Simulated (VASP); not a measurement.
# Ba2BiSb2 (Immm) in VASP: single point with PBE

Aim: the single point of Ba2BiSb2 with PBE.

Everything below comes from runs of VASP 6.6.1. Logs are shortened: lines on timing, memory, paths and dates and some standing lists are left out, and cuts for length are marked.

### Step 1. The cell of the first run

Symmetry: Immm, No. 71, orthorhombic system. Conventional cell: a = 4.855 Å, b = 7.772 Å, c = 10.008 Å, α = 90.00°, β = 90.00°, γ = 90.00°. Within 4.5 Å of Bi (site symmetry mmm) lie 4 Sb at 3.36 Å and 8 Ba at 3.71 to 4.47 Å. Ba (site symmetry mm2) has 6 Sb at 3.63 to 3.64 Å and 4 Bi at 3.71 to 4.47 Å and 7 Ba at 4.41 to 4.85 Å within 4.9 Å. Sb (site symmetry m2m) has 1 Sb at 3.13 Å and 2 Bi at 3.36 Å and 6 Ba at 3.63 to 3.64 Å within 4.1 Å.

### Step 2. Single point, PBE

The input, INCAR:

```
PREC = Accurate
ENCUT = 500
EDIFF = 1E-6
ISMEAR = -1
SIGMA = 0.1
LREAL = F
LASPH = T
NELM = 120
ALGO = Normal
ISIF = 2
LWAVE = F
LCHARG = T
GGA = PE
LELF = T
LVHAR = T
NBANDS = 40
GGA_COMPAT = F
```

The input, KPOINTS:

```
regular mesh
0
Gamma
  4 4 4
```

The input, POSCAR:

```
Ba2BiSb2
1.0
   -2.4274970000      3.8858350000      5.0040020000
    4.8549940000      0.0000000000      0.0000000000
    2.4274970000      3.8858350000     -5.0040020000
Bi Ba Sb
1 2 2
Direct
    0.0000000000      0.0000000000      0.0000000000
    0.7202100000      0.2202100000      0.2797900000
    0.2797900000      0.7797900000      0.7202100000
    0.7016000000      0.5000000000      0.7016000000
    0.2984000000      0.5000000000      0.2984000000
```

Potentials or basis: VASP PAW PBE potentials, release 64 (Bi_d, Ba_sv, Sb_d_GW).

Command:

```bash
$ cat potpaw_PBE.64/Bi_d/POTCAR potpaw_PBE.64/Ba_sv/POTCAR potpaw_PBE.64/Sb_d_GW/POTCAR > POTCAR
$ mpirun -np 1 vasp_std > vasp.out
```

OUTCAR:

```text
PREC = Accurate
   ENCUT = 500
   EDIFF = 1E-6
   ISMEAR = -1
   LREAL = F
   LASPH = T
   NELM = 120
   ISIF = 2
   GGA = PE

 ion  position               nearest neighbor table
   1  0.000  0.000  0.000-   4 3.36   5 3.36   4 3.36   5 3.36   2 3.71   3 3.71   3 3.71   2 3.71

   2  0.720  0.220  0.280-   4 3.63   4 3.63   5 3.63   5 3.63   5 3.64   4 3.64   1 3.71   1 3.71
                             3 4.41   3 4.62   3 4.62   3 4.62   3 4.62
   3  0.280  0.780  0.720-   4 3.63   5 3.63   5 3.63   4 3.63   5 3.64   4 3.64   1 3.71   1 3.71
                             2 4.41   2 4.62   2 4.62   2 4.62   2 4.62
   4  0.702  0.500  0.702-   5 3.13   1 3.36   1 3.36   2 3.63   2 3.63   3 3.63   3 3.63   3 3.64
                             2 3.64
   5  0.298  0.500  0.298-   4 3.13   1 3.36   1 3.36   2 3.63   3 3.63   3 3.63   2 3.63   3 3.64
                             2 3.64

  LATTYP: Found a body centered orthorhombic cell.
 ALAT       =     4.8549940000
 B/A-ratio  =     1.6007579000
 C/A-ratio  =     2.0613833920

  Lattice vectors:

 A1 = (  -2.4274970000,   3.8858350000,   5.0040020000)
 A2 = (   2.4274970000,  -3.8858350000,   5.0040020000)
 A3 = (   2.4274970000,   3.8858350000,  -5.0040020000)

Analysis of symmetry for initial positions (statically):
=====================================================================
 Subroutine PRICEL returns:
 Original cell was already a primitive cell.

 Routine SETGRP: Setting up the symmetry group for a
 body centered orthorhombic supercell.

 Subroutine GETGRP returns: Found  8 space group operations
 (whereof  8 operations were pure point group operations)
 out of a pool of  8 trial point group operations.

The static configuration has the point symmetry D_2h.

Analysis of symmetry for dynamics (positions and initial velocities):
=====================================================================
 Subroutine PRICEL returns:
 Original cell was already a primitive cell.

 Routine SETGRP: Setting up the symmetry group for a
 body centered orthorhombic supercell.

 Subroutine GETGRP returns: Found  8 space group operations
 (whereof  8 operations were pure point group operations)
 out of a pool of  8 trial point group operations.

The dynamic configuration has the point symmetry D_2h.

 Subroutine INISYM returns: Found  8 space group operations
 (whereof  8 operations are pure point group operations),
 and found     1 'primitive' translations

----------------------------------------------------------------------------------------

                                     Primitive cell

  volume of cell :     188.8081

  direct lattice vectors                    reciprocal lattice vectors
    -2.427497000  3.885835000  5.004002000     0.000000000  0.128672473  0.099920024
     4.854994000  0.000000000  0.000000000     0.205973478  0.000000000  0.099920024
     2.427497000  3.885835000 -5.004002000     0.000000000  0.128672473 -0.099920024

  length of vectors
     6.784724854  4.854994000  6.784724854     0.162912911  0.228930306  0.162912911

  position of ions in fractional coordinates (direct lattice)
     0.000000000  0.000000000  0.000000000
     0.720210000  0.220210000  0.279790000
     0.279790000  0.779790000  0.720210000
     0.701600000  0.500000000  0.701600000
     0.298400000  0.500000000  0.298400000

  ion indices of the primitive-cell ions
   primitive index   ion index
                 1           1
                 2           2
                 3           3
                 4           4
                 5           5

----------------------------------------------------------------------------------------

 KPOINTS: regular mesh

Automatic generation of k-mesh.
 Grid dimensions read from file:
 generate k-points for:    4    4    4

 Generating k-lattice:

  Cartesian coordinates                     Fractional coordinates (reciprocal lattice)
     0.000000000  0.032168118  0.024980006     0.250000000  0.000000000  0.000000000
     0.051493370  0.000000000  0.024980006     0.000000000  0.250000000  0.000000000
     0.000000000  0.032168118 -0.024980006     0.000000000  0.000000000  0.250000000

  Length of vectors
     0.040728228  0.057232576  0.040728228

  Shift w.r.t. Gamma in fractional coordinates (k-lattice)
     0.000000000  0.000000000  0.000000000

 Subroutine IBZKPT returns following result:
 ===========================================

 Found     18 irreducible k-points:

 Following reciprocal coordinates:
            Coordinates               Weight
  0.000000  0.000000  0.000000      1.000000
  0.250000  0.000000  0.000000      4.000000
  0.500000  0.000000  0.000000      2.000000
 -0.000000  0.250000  0.000000      4.000000
  0.250000  0.250000  0.000000      8.000000
  0.500000  0.250000  0.000000      8.000000
[... 10 lines left out ...]
 -0.250000 -0.250000  0.250000      4.000000
  0.500000  0.000000  0.500000      1.000000
   k-points           NKPTS =     18   k-points in BZ     NKDIM =     18   number of bands    NBANDS=     40
   number of dos      NEDOS =    301   number of ions     NIONS =      5
   total plane-waves  NPLWV =  90000
   dimension x,y,z NGX =    50 NGY =   36 NGZ =   50
   dimension x,y,z NGXF=   100 NGYF=   72 NGZF=  100
   ions per type =               1   2   2
   NGX,Y,Z   is equivalent  to a cutoff of  12.25, 12.33, 12.25 a.u.
   NGXF,Y,Z  is equivalent  to a cutoff of  24.50, 24.65, 24.50 a.u.
 SYSTEM =  unknown system
   PREC   = accura    normal or accurate (medium, high low for compatibility)
   ISTART =      0    job   : 0-new  1-cont  2-samecut
   ICHARG =      2    charge: 1-file 2-atom 10-const
   ISPIN  =      1    spin polarized calculation?
   LNONCOLLINEAR =      F non collinear calculations
   LSORBIT =      F    spin-orbit coupling
   LASPH  =      T    aspherical Exc in radial PAW
   ENCUT  =  500.0 eV  36.75 Ry    6.06 a.u.  12.37  8.85 12.37*2*pi/ulx,y,z
   NELM   =    120;   NELMIN=  2; NELMDL= -5     # of ELM steps
   EDIFF  = 0.1E-05   stopping-criterion for ELM
   LREAL  =      F    real-space projection
[... 7 lines left out ...]
   TEBEG  =    0.0;   TEEND  =   0.0 temperature during run
   PSTRESS=    0.0 pullay stress
   NELECT =      65.0000    total number of electrons
   NUPDOWN=      -1.0000    fix difference up-down
   EMIN   =  10.00;   EMAX   =-10.00  energy-range for DOS
   EFERMI =   0.00;   METHOD = LEGACY
   ISMEAR =    -1;   SIGMA  =   0.10  broadening in eV -4-tet -1-fermi 0-gaus
   EFERMI_NEDOS =   21; number of points for ismear=-14 and -15
   IALGO  =     38    algorithm
   IMIX   =      4    mixing-type and parameters
     AMIX     =   0.40;   BMIX     =  1.00
     AMIX_MAG =   1.60;   BMIX_MAG =  1.00
  volume/ion in A,a.u.               =      37.76       254.83
  Fermi-wavevector in a.u.,A,eV,Ry     =   1.147376  2.168226 17.911686  1.316472
  Thomas-Fermi vector in A             =   2.284056
   LORBIT       =      0    0 simple, 1 ext, 2 COOP (PROOUT), +10 PAW based schemes
   GGA     = PE    functional components
   LHFCALC =     F    Hartree Fock is set to
   AEXX    =    0.0000 exact exchange contribution
   IVDW    =     0    specifies the selected vdW correction
   LEPSILON=     F    determine dielectric tensor
   LRPA    =     F    only Hartree local field effects (RPA)
 non-spin polarized calculation
  energy-cutoff  :      500.00
  volume of cell :      188.81
 maximum number of plane-waves:      4812
 NGX is ok and might be reduce to    50
   NGX = 25   NGY = 17   NGZ = 25

 number of electron      64.9999986 magnetization

 Free energy of the ion-electron system (eV)
  ---------------------------------------------------
  ext. energy  EPLUGINS =         0.00000000
  ---------------------------------------------------
  free energy    TOTEN  =       -20.22624546 eV

  energy without entropy =      -20.15116602  energy(sigma->0) =      -20.18870574

 E-fermi :   3.7930     XC(G=0):  -9.0701

 val. band max:        3.7624883327   @ k =   0.5000   0.0000   0.5000
 cond. band min:       3.8211536819   @ k =   0.5000   0.2500   0.0000
 fundamental gap:      0.0586653492
 Fermi energy:         3.7930418029

 k-point     1 :       0.0000    0.0000    0.0000
  band No.  band energies     occupation
      1     -24.5862      2.00000
      2     -24.5531      2.00000
      3     -24.5297      2.00000
      4     -24.5154      2.00000
      5     -24.4980      2.00000
      6     -24.4659      2.00000
[... 32 lines left out ...]
     39       7.3367      0.00000
     40       7.8878      0.00000

 k-point     2 :       0.2500    0.0000    0.0000
  band No.  band energies     occupation
      1     -24.5859      2.00000
      2     -24.5532      2.00000
      3     -24.5296      2.00000
      4     -24.5160      2.00000
      5     -24.4951      2.00000
      6     -24.4669      2.00000
[... 32 lines left out ...]
     39       7.1953      0.00000
     40       7.8543      0.00000

 k-point     3 :       0.5000    0.0000    0.0000
  band No.  band energies     occupation
      1     -24.5855      2.00000
      2     -24.5533      2.00000
      3     -24.5295      2.00000
      4     -24.5166      2.00000
      5     -24.4917      2.00000
      6     -24.4684      2.00000
[... 32 lines left out ...]
     39       7.0922      0.00000
     40       7.5235      0.00000

 k-point     4 :      -0.0000    0.2500    0.0000
  band No.  band energies     occupation
      1     -24.5860      2.00000
      2     -24.5547      2.00000
      3     -24.5296      2.00000
      4     -24.5152      2.00000
      5     -24.4950      2.00000
      6     -24.4659      2.00000
[... 32 lines left out ...]
     39       7.4039      0.00000
     40       7.7367      0.00000
[... 514 lines left out ...]
     39       7.0184      0.00000
     40       7.2125      0.00000

 k-point    17 :      -0.2500   -0.2500    0.2500
  band No.  band energies     occupation
      1     -24.5864      2.00000
      2     -24.5547      2.00000
      3     -24.5296      2.00000
      4     -24.5152      2.00000
      5     -24.4906      2.00000
      6     -24.4659      2.00000
[... 32 lines left out ...]
     39       6.8079      0.00000
     40       7.3445      0.00000

 k-point    18 :       0.5000    0.0000    0.5000
  band No.  band energies     occupation
      1     -24.5870      2.00000
      2     -24.5531      2.00000
      3     -24.5297      2.00000
      4     -24.5154      2.00000
      5     -24.4896      2.00000
      6     -24.4659      2.00000
[... 32 lines left out ...]
     39       6.6989      0.00000
     40       6.7879      0.00000

------------------------ aborting loop because EDIFF is reached ----------------------------------------

  FORCE on cell =-STRESS in cart. coord.  units (eV):
  Direction    XX          YY          ZZ          XY          YZ          ZX
  --------------------------------------------------------------------------------------
  -------------------------------------------------------------------------------------
  Total       -0.2290822     -0.3841239      0.8325594     -0.0000000      0.0000000      0.0000000
  in kB       -1.9439334     -3.2595783      7.0648878     -0.0000000      0.0000000      0.0000000
  external PRESSURE =       0.6204587 kB  Pullay stress =       0.0000000 kB

 VOLUME and BASIS-vectors are now :
 -----------------------------------------------------------------------------
  energy-cutoff  :      500.00
  volume of cell :      188.81
      direct lattice vectors                 reciprocal lattice vectors
    -2.427497000  3.885835000  5.004002000     0.000000000  0.128672473  0.099920024
     4.854994000  0.000000000  0.000000000     0.205973478  0.000000000  0.099920024
     2.427497000  3.885835000 -5.004002000     0.000000000  0.128672473 -0.099920024

 POSITION                                       TOTAL-FORCE (eV/Angst)
 -----------------------------------------------------------------------------------
      0.00000      0.00000      0.00000         0.000000      0.000000      0.000000
      0.00000      3.88584      2.20386         0.000000      0.000000     -0.030093
      4.85499      3.88584     -2.20386        -0.000000      0.000000      0.030093
      2.42750      5.45260      0.00000        -0.000000      0.063416      0.000000
      2.42750      2.31907      0.00000        -0.000000     -0.063416      0.000000
 -----------------------------------------------------------------------------------
    total drift:                                0.000000      0.000000     -0.000000

  FREE ENERGIE OF THE ION-ELECTRON SYSTEM (eV)
  ---------------------------------------------------
  free  energy   TOTEN  =       -20.2262454567 eV

  energy  without entropy=      -20.1511660169  energy(sigma->0) =      -20.18870574
```

Wall time 5.9 min (1 thread of Intel Xeon Platinum 8259CL at 2.50GHz (Skylake/Cascade Lake), shared host); peak memory 0.37 GiB.

Results:

```
Free energy            : -20.2262 eV
Pressure               : 0.1 GPa
Largest force          : 0.063 eV/Å
Band gap on the k mesh : zero (an odd number of electrons rules out a gap without spin polarisation)
```

Forces on the atoms (eV/Å):
```
Bi   0.000  0.000  0.000
Ba   0.000  0.000 -0.030
Ba   0.000  0.000  0.030
Sb   0.000  0.063  0.000
Sb   0.000 -0.063  0.000
```

Caveat: spin-orbit coupling is left out, which moves the levels of the heavy elements.

The gap in the log of VASP goes by the Fermi energy; the results here count the filled bands.